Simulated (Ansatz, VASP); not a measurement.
# Two plane-wave programs on Se

```
Se
1.0
     0.00000    2.27480    2.27480
     2.27480    0.00000    2.27480
     2.27480    2.27480    0.00000
Se
1
Direct
  0.00000 0.00000 0.00000
```

Alike in both runs: task single point; functional RPBE; k mesh 14 × 14 × 14; occupations fermi-dirac, width 0.1 eV; no spin polarisation.

|  | VASP | Ansatz |
| --- | --- | --- |
| version | VASP 6.6.1 | Ansatz 0.2.0 |
| potentials or method | VASP PAW PBE potentials, release 64 (Se), cutoff 520 eV | plane waves (420 eV) with PAW, scalar-relativistic |
| valence electrons in the cell | 6 | 16 |

Ansatz gave:

```
pressure (GPa) : -5.2
```

Question: What did VASP give for the same quantities?

Answer: Pressure (GPa): -5.3.

VASP's potentials were made for PBE, not for RPBE. With one functional, cell and mesh, what is left measures potentials, basis and numerics. VASP's potentials hold 6 valence electrons a cell and Ansatz's 16, so a difference there can come from the potentials and not from the codes.
